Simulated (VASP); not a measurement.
# Si (Pm-3m) in VASP: a series of runs

The runs below take Si through single point, with LDA.

Everything below comes from runs of VASP 6.6.1. Logs are shortened: lines on timing, memory, paths and dates and some standing lists are left out, and cuts for length are marked.

### Step 1. The cell of the first run

It takes space group Pm-3m (No. 221, cubic). Conventional cell: a = 2.109 Å, b = 2.109 Å, c = 2.109 Å, α = 90.00°, β = 90.00°, γ = 90.00°. Si (site symmetry m-3m) has 6 Si at 2.11 Å within 2.8 Å.

### Step 2. Single point, LDA (volume scaled by 0.6)

INCAR

```
ALGO     = Normal         # electronic algorithm
EDIFF    = 1E-6           # SCF threshold, eV
ENCUT    = 520            # plane-wave cutoff, eV
ISIF     = 2              # what is computed and relaxed
ISMEAR   = -1             # smearing method
LASPH    = T              # aspherical terms in the spheres
LCHARG   = T              # write CHGCAR
LELF     = T              # ELF
LREAL    = F              # projectors in reciprocal space
LVHAR    = T            
LWAVE    = F              # write WAVECAR
NBANDS   = 8              # bands
NELM     = 80             # most SCF steps
PREC     = Accurate       # precision mode
SIGMA    = 0.1            # smearing width, eV
```

KPOINTS

```
k-points
0
Gamma
  16 16 16
```

POSCAR

```
Si
1.0
    2.1091743315      0.0000000000      0.0000000000
    0.0000000000      2.1091743315      0.0000000000
    0.0000000000      0.0000000000      2.1091743315
Si
1
Direct
    0.0000000000      0.0000000000      0.0000000000
```

Potentials or basis: VASP PAW LDA potentials, release 64 (Si).

Run with:

```console
$ cat potpaw_LDA.64/Si/POTCAR > POTCAR
$ mpirun -np 1 vasp_std > vasp.out
```

OUTCAR:

```text
EDIFF = 1E-6
   ENCUT = 520
   ISIF = 2
   ISMEAR = -1
   LASPH = T
   LREAL = F
   NELM = 80
   PREC = Accurate

 ion  position               nearest neighbor table
   1  0.000  0.000  0.000-

  LATTYP: Found a simple cubic cell.
 ALAT       =     2.1091743315

  Lattice vectors:

 A1 = (   2.1091743315,   0.0000000000,   0.0000000000)
 A2 = (   0.0000000000,   2.1091743315,   0.0000000000)
 A3 = (   0.0000000000,   0.0000000000,   2.1091743315)

Analysis of symmetry for initial positions (statically):
=====================================================================
 Subroutine PRICEL returns:
 Original cell was already a primitive cell.

 Routine SETGRP: Setting up the symmetry group for a
 simple cubic supercell.

 Subroutine GETGRP returns: Found 48 space group operations
 (whereof 48 operations were pure point group operations)
 out of a pool of 48 trial point group operations.

The static configuration has the point symmetry O_h .

Analysis of symmetry for dynamics (positions and initial velocities):
=====================================================================
 Subroutine PRICEL returns:
 Original cell was already a primitive cell.

 Routine SETGRP: Setting up the symmetry group for a
 simple cubic supercell.

 Subroutine GETGRP returns: Found 48 space group operations
 (whereof 48 operations were pure point group operations)
 out of a pool of 48 trial point group operations.

The dynamic configuration has the point symmetry O_h .

 Subroutine INISYM returns: Found 48 space group operations
 (whereof 48 operations are pure point group operations),
 and found     1 'primitive' translations

----------------------------------------------------------------------------------------

                                     Primitive cell

  volume of cell :       9.3829

  direct lattice vectors                    reciprocal lattice vectors
     2.109174332  0.000000000  0.000000000     0.474119178  0.000000000  0.000000000
     0.000000000  2.109174332  0.000000000     0.000000000  0.474119178  0.000000000
     0.000000000  0.000000000  2.109174332     0.000000000  0.000000000  0.474119178

  length of vectors
     2.109174332  2.109174332  2.109174332     0.474119178  0.474119178  0.474119178

  position of ions in fractional coordinates (direct lattice)
     0.000000000  0.000000000  0.000000000

  ion indices of the primitive-cell ions
   primitive index   ion index
                 1           1

----------------------------------------------------------------------------------------

 KPOINTS: k-points

Automatic generation of k-mesh.
 Grid dimensions read from file:
 generate k-points for:   16   16   16

 Generating k-lattice:

  Cartesian coordinates                     Fractional coordinates (reciprocal lattice)
     0.029632449  0.000000000  0.000000000     0.062500000  0.000000000  0.000000000
     0.000000000  0.029632449  0.000000000     0.000000000  0.062500000  0.000000000
     0.000000000  0.000000000  0.029632449     0.000000000  0.000000000  0.062500000

  Length of vectors
     0.029632449  0.029632449  0.029632449

  Shift w.r.t. Gamma in fractional coordinates (k-lattice)
     0.000000000  0.000000000  0.000000000

 Subroutine IBZKPT returns following result:
 ===========================================

 Found    165 irreducible k-points:

 Following reciprocal coordinates:
            Coordinates               Weight
  0.000000  0.000000  0.000000      1.000000
  0.062500  0.000000  0.000000      6.000000
  0.125000  0.000000  0.000000      6.000000
  0.187500  0.000000  0.000000      6.000000
  0.250000  0.000000  0.000000      6.000000
  0.312500  0.000000  0.000000      6.000000
[... 16 lines left out ...]
  0.437500  0.125000  0.000000     24.000000
  0.500000  0.125000  0.000000     12.000000
 [... further k-points ...]
   k-points           NKPTS =    165   k-points in BZ     NKDIM =    165   number of bands    NBANDS=      8
   number of dos      NEDOS =    301   number of ions     NIONS =      1
   total plane-waves  NPLWV =   4096
   dimension x,y,z NGX =    16 NGY =   16 NGZ =   16
   dimension x,y,z NGXF=    32 NGYF=   32 NGZF=   32
   ions per type =               1
   NGX,Y,Z   is equivalent  to a cutoff of  12.61, 12.61, 12.61 a.u.
   NGXF,Y,Z  is equivalent  to a cutoff of  25.22, 25.22, 25.22 a.u.
 SYSTEM =  unknown system
   PREC   = accura    normal or accurate (medium, high low for compatibility)
   ISTART =      0    job   : 0-new  1-cont  2-samecut
   ICHARG =      2    charge: 1-file 2-atom 10-const
   ISPIN  =      1    spin polarized calculation?
   LNONCOLLINEAR =      F non collinear calculations
   LSORBIT =      F    spin-orbit coupling
   LASPH  =      T    aspherical Exc in radial PAW
   ENCUT  =  520.0 eV  38.22 Ry    6.18 a.u.   3.92  3.92  3.92*2*pi/ulx,y,z
   NELM   =     80;   NELMIN=  2; NELMDL= -5     # of ELM steps
   EDIFF  = 0.1E-05   stopping-criterion for ELM
   LREAL  =      F    real-space projection
   EDIFFG = 0.1E-04   stopping-criterion for IOM
   NSW    =      0    number of steps for IOM
   IBRION =     -1    ionic relax: 0-MD 1-quasi-New 2-CG
   NFREE  =      0    steps in history (QN), initial steepest desc. (CG)
   ISIF   =      2    stress and relaxation
   ISYM   =      2    0-nonsym 1-usesym 2-fastsym
   POTIM  = 0.5000    time-step for ionic-motion
   TEBEG  =    0.0;   TEEND  =   0.0 temperature during run
   PSTRESS=    0.0 pullay stress
   NELECT =       4.0000    total number of electrons
   NUPDOWN=      -1.0000    fix difference up-down
   EMIN   =  10.00;   EMAX   =-10.00  energy-range for DOS
   EFERMI =   0.00;   METHOD = LEGACY
   ISMEAR =    -1;   SIGMA  =   0.10  broadening in eV -4-tet -1-fermi 0-gaus
   EFERMI_NEDOS =   21; number of points for ismear=-14 and -15
   IALGO  =     38    algorithm
   IMIX   =      4    mixing-type and parameters
     AMIX     =   0.40;   BMIX     =  1.00
     AMIX_MAG =   1.60;   BMIX_MAG =  1.00
  volume/ion in A,a.u.               =       9.38        63.32
  Fermi-wavevector in a.u.,A,eV,Ry     =   1.232109  2.328348 20.654893  1.518092
  Thomas-Fermi vector in A             =   2.366892
   LORBIT       =      0    0 simple, 1 ext, 2 COOP (PROOUT), +10 PAW based schemes
   GGA     = CA    functional components
   LHFCALC =     F    Hartree Fock is set to
   AEXX    =    0.0000 exact exchange contribution
   IVDW    =     0    specifies the selected vdW correction
   LEPSILON=     F    determine dielectric tensor
   LRPA    =     F    only Hartree local field effects (RPA)
 non-spin polarized calculation
  energy-cutoff  :      520.00
  volume of cell :        9.38
 maximum number of plane-waves:       280
 NGX is ok and might be reduce to    16
   NGX =  7   NGY =  7   NGZ =  7

 number of electron       4.0000000 magnetization

 Free energy of the ion-electron system (eV)
  ---------------------------------------------------
  ext. energy  EPLUGINS =         0.00000000
  ---------------------------------------------------
  free energy    TOTEN  =        -3.68881455 eV

  energy without entropy =       -3.67919190  energy(sigma->0) =       -3.68400323

 E-fermi :  16.5124     XC(G=0): -13.0167

 val. band max:       16.4953513319   @ k =   0.5000   0.4375   0.1250
 cond. band min:      16.5213090615   @ k =   0.3750   0.3750   0.1875
 fundamental gap:      0.0259577296
 Fermi energy:        16.5124292409

 k-point     1 :       0.0000    0.0000    0.0000
  band No.  band energies     occupation
      1      -2.0863      2.00000
      2      24.0269      0.00000
      3      24.0269      0.00000
      4      28.5939      0.00000
      5      28.5939      0.00000
      6      28.5939      0.00000
      7      40.5156      0.00000
      8      49.9755      0.00000

 k-point     2 :       0.0625    0.0000    0.0000
  band No.  band energies     occupation
      1      -1.9601      2.00000
      2      22.6686      0.00000
      3      24.1312      0.00000
      4      28.6887      0.00000
      5      28.6887      0.00000
      6      29.7838      0.00000
      7      40.9332      0.00000
      8      49.1150      0.00000

 k-point     3 :       0.1250    0.0000    0.0000
  band No.  band energies     occupation
      1      -1.5821      2.00000
      2      20.1735      0.00000
      3      24.4401      0.00000
      4      28.9732      0.00000
      5      28.9732      0.00000
      6      31.7673      0.00000
      7      42.1708      0.00000
      8      47.1519      0.00000

 k-point     4 :       0.1875    0.0000    0.0000
  band No.  band energies     occupation
      1      -0.9546      2.00000
      2      17.5000      0.00010
      3      24.9397      0.00000
      4      29.4481      0.00000
      5      29.4481      0.00000
      6      33.6232      0.00000
      7      44.1082      0.00000
      8      44.8457      0.00000

 k-point     5 :       0.2500    0.0000    0.0000
  band No.  band energies     occupation
      1      -0.0812      2.00000
      2      14.8606      2.00000
      3      25.6015      0.00000
      4      30.1144      0.00000
      5      30.1144      0.00000
      6      35.2688      0.00000
      7      42.5282      0.00000
      8      42.5282      0.00000
[... 177 lines left out ...]
 k-point    22 :       0.3750    0.1250    0.0000
  band No.  band energies     occupation
      1       2.8713      2.00000
      2      10.4087      2.00000
      3      24.2521      0.00000
      4      30.6643      0.00000
      5      32.3974      0.00000
      6      36.1593      0.00000
      7      38.5813      0.00000
      8      40.5257      0.00000

 k-point    23 :       0.4375    0.1250    0.0000
  band No.  band energies     occupation
      1       4.4419      2.00000
      2       8.2254      2.00000
      3      25.2777      0.00000
      4      29.8188      0.00000
      5      33.6297      0.00000
      6      36.2822      0.00000
      7      36.7736      0.00000
      8      40.4542      0.00000

 k-point    24 :       0.5000    0.1250    0.0000
  band No.  band energies     occupation
      1       6.1764      2.00000
      2       6.2853      2.00000
      3      25.8095      0.00000
      4      29.2851      0.00000
      5      34.7894      0.00000
      6      35.4206      0.00000
      7      36.5097      0.00000
      8      40.1939      0.00000

 [... further k-points ...]
[... 5 lines left out ...]
  --------------------------------------------------------------------------------------
  -------------------------------------------------------------------------------------
  Total        9.0486049      9.0486049      9.0486049      0.0000000      0.0000000      0.0000000
  in kB     1545.0935404   1545.0935404   1545.0935404      0.0000000      0.0000000      0.0000000
  external PRESSURE =    1545.0935404 kB  Pullay stress =       0.0000000 kB

 VOLUME and BASIS-vectors are now :
 -----------------------------------------------------------------------------
  energy-cutoff  :      520.00
  volume of cell :        9.38
      direct lattice vectors                 reciprocal lattice vectors
     2.109174332  0.000000000  0.000000000     0.474119178  0.000000000  0.000000000
     0.000000000  2.109174332  0.000000000     0.000000000  0.474119178  0.000000000
     0.000000000  0.000000000  2.109174332     0.000000000  0.000000000  0.474119178

 POSITION                                       TOTAL-FORCE (eV/Angst)
 -----------------------------------------------------------------------------------
      0.00000      0.00000      0.00000         0.000000      0.000000      0.000000
 -----------------------------------------------------------------------------------
    total drift:                               -0.000000     -0.000000     -0.000000

  FREE ENERGIE OF THE ION-ELECTRON SYSTEM (eV)
  ---------------------------------------------------
  free  energy   TOTEN  =        -3.6888145528 eV

  energy  without entropy=       -3.6791919009  energy(sigma->0) =       -3.68400323
```

It took 5.3 s on 1 thread of Intel Xeon Platinum 8488C (Sapphire Rapids), shared host; peak memory 0.11 GiB.

What came out:

```
Free energy            : -3.6888 eV
Pressure               : 154.5 GPa
Band gap on the k mesh : zero (band 2 reaches 24.03 eV, above the bottom of band 3 at 14.63 eV)
```

Levels at points of the mesh, in eV from the Fermi level:
| k point | band 1 | band 2 | band 3 | band 4 | band 5 | band 6 |
| --- | --- | --- | --- | --- | --- | --- |
| (0.00, 0.00, 0.00) | -18.60 | 7.51 | 7.51 | 12.08 | 12.08 | 12.08 |
| (0.50, 0.00, 0.00) | -10.83 | -10.69 | 11.50 | 17.86 | 17.86 | 18.64 |
| (0.50, 0.50, 0.00) | -4.46 | -4.46 | -1.89 | -1.55 | 21.92 | 21.92 |
| (0.50, 0.50, 0.50) | 1.66 | 1.66 | 1.66 | 3.89 | 3.89 | 3.89 |

### Step 3. Single point, LDA (volume scaled by 0.68)

INCAR

```
SYSTEM = Si
  PREC = Accurate
  ENCUT = 520
  EDIFF = 1E-6
  ISMEAR = -1
  SIGMA = 0.1
  LREAL = .False.
  LASPH = .True.
  NELM = 80
  ALGO = Normal
  ISIF = 2
  LWAVE = .False.
  LCHARG = .False.
  NBANDS = 8
```

KPOINTS

```
regular mesh
0
Gamma
  16 16 16
  0 0 0
```

POSCAR

```
Si
1.0
    2.1990327542      0.0000000000      0.0000000000
    0.0000000000      2.1990327542      0.0000000000
    0.0000000000      0.0000000000      2.1990327542
Si
1
Direct
    0.0000000000      0.0000000000      0.0000000000
```

Potentials or basis: VASP PAW LDA potentials, release 64 (Si).

Run with:

```console
$ cat potpaw_LDA.64/Si/POTCAR > POTCAR
$ mpirun -np 1 vasp_std > vasp.out
```

Run time: 3.5 s. Hardware: 1 thread of Intel Xeon Platinum 8488C (Sapphire Rapids), shared host; peak memory 0.11 GiB.

It converged, with:

```
Free energy            : -4.6342 eV
Pressure               : 92.7 GPa
Band gap on the k mesh : zero (band 2 reaches 21.84 eV, above the bottom of band 3 at 11.99 eV)
```

Levels at points of the mesh, in eV from the Fermi level:
```
           k point  band 1  band 2  band 3  band 4  band 5  band 6
(0.00, 0.00, 0.00)  -17.25    7.48    7.48   10.83   10.83   10.83
(0.50, 0.00, 0.00)  -10.32   -9.67   11.10   16.49   16.49   16.96
(0.50, 0.50, 0.00)   -4.15   -4.15   -2.37   -0.77   20.63   20.63
(0.50, 0.50, 0.50)    1.22    1.22    1.22    4.21    4.21    4.21
```

[end of part 1 of 2]
